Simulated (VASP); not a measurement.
# AgCl (Fm-3m) in VASP: further runs

Runs on AgCl. Level: r2SCAN. Tasks: single point.

All numbers are computed with VASP 6.6.1; they aren't measurements. Logs are shortened: lines on timing, memory, paths and dates and some standing lists are left out, and cuts for length are marked.

**1. The cell of the first run**

Symmetry: Fm-3m, No. 225, cubic system. The conventional cell has a = 5.490 Å, b = 5.490 Å, c = 5.490 Å, α = 90.00°, β = 90.00°, γ = 90.00°. Ag (site symmetry m-3m) has 6 Cl at 2.75 Å within 3.6 Å. Cl (site symmetry m-3m) has 6 Ag at 2.75 Å within 3.6 Å.

**2. Single point, r2SCAN (20.69 Å³/atom)**

POSCAR reads:

```
AgCl
1.0
    0.0000000000      2.7451699334      2.7451699334
    2.7451699334      0.0000000000      2.7451699334
    2.7451699334      2.7451699334      0.0000000000
Ag Cl
1 1
Direct
    0.0000000000      0.0000000000      0.0000000000
    0.5000000000      0.5000000000      0.5000000000
```

INCAR.step1 reads:

```
ALGO = Normal
EDIFF = 1E-5
ENCUT = 550
GGA = PE
GGA_COMPAT = F
ISMEAR = 0
LASPH = T
LCHARG = F
LREAL = F
LWAVE = T
NBANDS = 16
NELM = 120
PREC = Accurate
SIGMA = 0.01
```

INCAR.step2 reads:

```
ALGO = Normal
EDIFF = 1E-6
ENCUT = 550
GGA_COMPAT = F
ISIF = 2
ISMEAR = 0
ISTART = 1
LASPH = T
LCHARG = F
LMIXTAU = T
LREAL = F
LWAVE = F
METAGGA = R2SCAN
NBANDS = 16
NELM = 120
PREC = Accurate
SIGMA = 0.01
```

KPOINTS reads:

```
k-points
0
Gamma
  6 6 6
```

Potentials or basis: VASP PAW PBE potentials, release 64 (Ag, Cl).

Launch:

```bash
$ cat potpaw_PBE.64/Ag/POTCAR potpaw_PBE.64/Cl/POTCAR > POTCAR
$ cp INCAR.step1 INCAR
$ mpirun -np 1 vasp_std > vasp.out
$ cp INCAR.step2 INCAR
$ mpirun -np 1 vasp_std > vasp.out
```

OUTCAR:

```text
EDIFF = 1E-6
   ENCUT = 550
   ISIF = 2
   ISMEAR = 0
   ISTART = 1
   LASPH = T
   LREAL = F
   METAGGA = R2SCAN
   NELM = 120
   PREC = Accurate

 ion  position               nearest neighbor table
   1  0.000  0.000  0.000-   2 2.75   2 2.75   2 2.75   2 2.75   2 2.75   2 2.75
   2  0.500  0.500  0.500-   1 2.75   1 2.75   1 2.75   1 2.75   1 2.75   1 2.75

  LATTYP: Found a face centered cubic cell.
 ALAT       =     5.4903398668

  Lattice vectors:

 A1 = (   0.0000000000,   2.7451699334,   2.7451699334)
 A2 = (   2.7451699334,   0.0000000000,   2.7451699334)
 A3 = (   2.7451699334,   2.7451699334,   0.0000000000)

Analysis of symmetry for initial positions (statically):
=====================================================================
 Subroutine PRICEL returns:
 Original cell was already a primitive cell.

 Routine SETGRP: Setting up the symmetry group for a
 face centered cubic supercell.

 Subroutine GETGRP returns: Found 48 space group operations
 (whereof 48 operations were pure point group operations)
 out of a pool of 48 trial point group operations.

The static configuration has the point symmetry O_h .

Analysis of symmetry for dynamics (positions and initial velocities):
=====================================================================
 Subroutine PRICEL returns:
 Original cell was already a primitive cell.

 Routine SETGRP: Setting up the symmetry group for a
 face centered cubic supercell.

 Subroutine GETGRP returns: Found 48 space group operations
 (whereof 48 operations were pure point group operations)
 out of a pool of 48 trial point group operations.

The dynamic configuration has the point symmetry O_h .

 Subroutine INISYM returns: Found 48 space group operations
 (whereof 48 operations are pure point group operations),
 and found     1 'primitive' translations

----------------------------------------------------------------------------------------

                                     Primitive cell

  volume of cell :      41.3750

  direct lattice vectors                    reciprocal lattice vectors
     0.000000000  2.745169933  2.745169933    -0.182138087  0.182138087  0.182138087
     2.745169933  0.000000000  2.745169933     0.182138087 -0.182138087  0.182138087
     2.745169933  2.745169933  0.000000000     0.182138087  0.182138087 -0.182138087

  length of vectors
     3.882256551  3.882256551  3.882256551     0.315472421  0.315472421  0.315472421

  position of ions in fractional coordinates (direct lattice)
     0.000000000  0.000000000  0.000000000
     0.500000000  0.500000000  0.500000000

  ion indices of the primitive-cell ions
   primitive index   ion index
                 1           1
                 2           2

----------------------------------------------------------------------------------------

 KPOINTS: k-points

Automatic generation of k-mesh.
 Grid dimensions read from file:
 generate k-points for:    6    6    6

 Generating k-lattice:

  Cartesian coordinates                     Fractional coordinates (reciprocal lattice)
    -0.030356348  0.030356348  0.030356348     0.166666667  0.000000000  0.000000000
     0.030356348 -0.030356348  0.030356348     0.000000000  0.166666667  0.000000000
     0.030356348  0.030356348 -0.030356348     0.000000000  0.000000000  0.166666667

  Length of vectors
     0.052578737  0.052578737  0.052578737

  Shift w.r.t. Gamma in fractional coordinates (k-lattice)
     0.000000000  0.000000000  0.000000000

 Subroutine IBZKPT returns following result:
 ===========================================

 Found     16 irreducible k-points:

 Following reciprocal coordinates:
            Coordinates               Weight
  0.000000  0.000000  0.000000      1.000000
  0.166667  0.000000  0.000000      8.000000
  0.333333  0.000000  0.000000      8.000000
  0.500000  0.000000  0.000000      4.000000
  0.166667  0.166667  0.000000      6.000000
  0.333333  0.166667  0.000000     24.000000
[... 8 lines left out ...]
 -0.333333  0.333333  0.166667     24.000000
 -0.333333  0.500000  0.166667     12.000000
   k-points           NKPTS =     16   k-points in BZ     NKDIM =     16   number of bands    NBANDS=     16
   number of dos      NEDOS =    301   number of ions     NIONS =      2
   total plane-waves  NPLWV =  27000
   dimension x,y,z NGX =    30 NGY =   30 NGZ =   30
   dimension x,y,z NGXF=    60 NGYF=   60 NGZF=   60
   ions per type =               1   1
   NGX,Y,Z   is equivalent  to a cutoff of  12.85, 12.85, 12.85 a.u.
   NGXF,Y,Z  is equivalent  to a cutoff of  25.69, 25.69, 25.69 a.u.
 SYSTEM =  unknown system
   PREC   = accura    normal or accurate (medium, high low for compatibility)
   ISTART =      1    job   : 0-new  1-cont  2-samecut
   ICHARG =      0    charge: 1-file 2-atom 10-const
   ISPIN  =      1    spin polarized calculation?
   LNONCOLLINEAR =      F non collinear calculations
   LSORBIT =      F    spin-orbit coupling
   LASPH  =      T    aspherical Exc in radial PAW
   ENCUT  =  550.0 eV  40.42 Ry    6.36 a.u.   7.42  7.42  7.42*2*pi/ulx,y,z
   NELM   =    120;   NELMIN=  2; NELMDL=  0     # of ELM steps
   EDIFF  = 0.1E-05   stopping-criterion for ELM
   LREAL  =      F    real-space projection
   EDIFFG = 0.1E-04   stopping-criterion for IOM
   NSW    =      0    number of steps for IOM
   IBRION =     -1    ionic relax: 0-MD 1-quasi-New 2-CG
   NFREE  =      0    steps in history (QN), initial steepest desc. (CG)
   ISIF   =      2    stress and relaxation
   ISYM   =      2    0-nonsym 1-usesym 2-fastsym
   POTIM  = 0.5000    time-step for ionic-motion
   TEBEG  =    0.0;   TEEND  =   0.0 temperature during run
   PSTRESS=    0.0 pullay stress
   NELECT =      18.0000    total number of electrons
   NUPDOWN=      -1.0000    fix difference up-down
   EMIN   =  10.00;   EMAX   =-10.00  energy-range for DOS
   EFERMI =   0.00;   METHOD = LEGACY
   ISMEAR =     0;   SIGMA  =   0.01  broadening in eV -4-tet -1-fermi 0-gaus
   EFERMI_NEDOS =   21; number of points for ismear=-14 and -15
   IALGO  =     38    algorithm
   IMIX   =      4    mixing-type and parameters
     AMIX     =   0.40;   BMIX     =  1.00
     AMIX_MAG =   1.60;   BMIX_MAG =  1.00
  volume/ion in A,a.u.               =      20.69       139.61
  Fermi-wavevector in a.u.,A,eV,Ry     =   1.240470  2.344149 20.936196  1.538767
  Thomas-Fermi vector in A             =   2.374910
   LORBIT       =      0    0 simple, 1 ext, 2 COOP (PROOUT), +10 PAW based schemes
   METAGGA = R2SCAN    functional components
   LHFCALC =     F    Hartree Fock is set to
   AEXX    =    0.0000 exact exchange contribution
   IVDW    =     0    specifies the selected vdW correction
   LEPSILON=     F    determine dielectric tensor
   LRPA    =     F    only Hartree local field effects (RPA)
 non-spin polarized calculation
 Gauss-broadening in eV      SIGMA  =   0.01
  energy-cutoff  :      550.00
  volume of cell :       41.37
 maximum number of plane-waves:      1243
 NGX is ok and might be reduce to    30
   NGX = 15   NGY = 15   NGZ = 15

 number of electron      18.0000004 magnetization

 Free energy of the ion-electron system (eV)
  ---------------------------------------------------
  ext. energy  EPLUGINS =         0.00000000
  ---------------------------------------------------
  free energy    TOTEN  =       -28.63670597 eV

  energy without entropy =      -28.63670597  energy(sigma->0) =      -28.63670597

 E-fermi :   3.9779     XC(G=0): -10.6776

 val. band max:        3.9344364390   @ k =   0.5000   0.0000   0.0000
 cond. band min:       5.3582336556   @ k =   0.0000   0.0000   0.0000
 fundamental gap:      1.4237972166
 Fermi energy:         3.9778687432

 k-point     1 :       0.0000    0.0000    0.0000
  band No.  band energies     occupation
      1     -12.0931      2.00000
      2       1.3561      2.00000
      3       1.3561      2.00000
      4       1.3561      2.00000
      5       1.3729      2.00000
      6       1.3729      2.00000
[... 8 lines left out ...]
     15      18.3380      0.00000
     16      18.3380      0.00000

 k-point     2 :       0.1667    0.0000    0.0000
  band No.  band energies     occupation
      1     -11.9817      2.00000
      2       0.1780      2.00000
      3       0.3734      2.00000
      4       0.3734      2.00000
      5       1.4701      2.00000
      6       1.4701      2.00000
[... 8 lines left out ...]
     15      16.5774      0.00000
     16      17.3401      0.00000

 k-point     3 :       0.3333    0.0000    0.0000
  band No.  band energies     occupation
      1     -11.7440      2.00000
      2      -1.1342      2.00000
      3      -0.3080      2.00000
      4      -0.3080      2.00000
      5       1.6629      2.00000
      6       1.6629      2.00000
[... 8 lines left out ...]
     15      17.3897      0.00000
     16      17.3897      0.00000

 k-point     4 :       0.5000    0.0000    0.0000
  band No.  band energies     occupation
      1     -11.6165      2.00000
      2      -1.6635      2.00000
      3      -0.5467      2.00000
      4      -0.5467      2.00000
      5       1.7635      2.00000
      6       1.7635      2.00000
[... 8 lines left out ...]
     15      18.3086      0.00000
     16      18.3086      0.00000
[... 172 lines left out ...]
 k-point    14 :       0.5000    0.3333    0.1667
  band No.  band energies     occupation
      1     -11.6436      2.00000
      2      -1.0704      2.00000
      3      -0.3267      2.00000
      4      -0.0001      2.00000
      5       1.5676      2.00000
      6       1.7751      2.00000
[... 8 lines left out ...]
     15      19.2027      0.00000
     16      20.9227      0.00000

 k-point    15 :      -0.3333    0.3333    0.1667
  band No.  band energies     occupation
      1     -11.5778      2.00000
      2      -0.9642      2.00000
      3      -0.4360      2.00000
      4      -0.3767      2.00000
      5       1.6917      2.00000
      6       1.7668      2.00000
[... 8 lines left out ...]
     15      18.3298      0.00000
     16      19.9477      0.00000

 k-point    16 :      -0.3333    0.5000    0.1667
  band No.  band energies     occupation
      1     -11.5744      2.00000
      2      -0.5942      2.00000
      3      -0.3837      2.00000
      4      -0.0807      2.00000
      5       1.6332      2.00000
      6       1.8884      2.00000
[... 8 lines left out ...]
     15      19.0255      0.00000
     16      19.7093      0.00000

------------------------ aborting loop because EDIFF is reached ----------------------------------------

  FORCE on cell =-STRESS in cart. coord.  units (eV):
  Direction    XX          YY          ZZ          XY          YZ          ZX
  --------------------------------------------------------------------------------------
  -------------------------------------------------------------------------------------
  Total        0.4033733      0.4033733      0.4033733     -0.0000000      0.0000000     -0.0000000
  in kB       15.6199661     15.6199661     15.6199661     -0.0000000      0.0000000     -0.0000000
  external PRESSURE =      15.6199661 kB  Pullay stress =       0.0000000 kB

 VOLUME and BASIS-vectors are now :
 -----------------------------------------------------------------------------
  energy-cutoff  :      550.00
  volume of cell :       41.37
      direct lattice vectors                 reciprocal lattice vectors
     0.000000000  2.745169933  2.745169933    -0.182138087  0.182138087  0.182138087
     2.745169933  0.000000000  2.745169933     0.182138087 -0.182138087  0.182138087
     2.745169933  2.745169933  0.000000000     0.182138087  0.182138087 -0.182138087

 POSITION                                       TOTAL-FORCE (eV/Angst)
 -----------------------------------------------------------------------------------
      0.00000      0.00000      0.00000         0.000000     -0.000000     -0.000000
      2.74517      2.74517      2.74517        -0.000000      0.000000      0.000000
 -----------------------------------------------------------------------------------
    total drift:                               -0.000000      0.000000      0.000000

  FREE ENERGIE OF THE ION-ELECTRON SYSTEM (eV)
  ---------------------------------------------------
  free  energy   TOTEN  =       -28.6367059693 eV

  energy  without entropy=      -28.6367059693  energy(sigma->0) =      -28.63670597
```

It took 40 s on 1 thread of Intel Xeon Platinum 8488C (Sapphire Rapids), shared host; peak memory 0.17 GiB.

What came out:

| Quantity | Value |
| --- | --- |
| Free energy | -28.6367 eV |
| Pressure | 1.6 GPa |
| Band gap on the k mesh | 1.42 eV (least direct gap 3.93 eV) |

Caveat: the PAW data sets were made with another functional, which shifts forces and pressure a little.

[end of part 1 of 3]
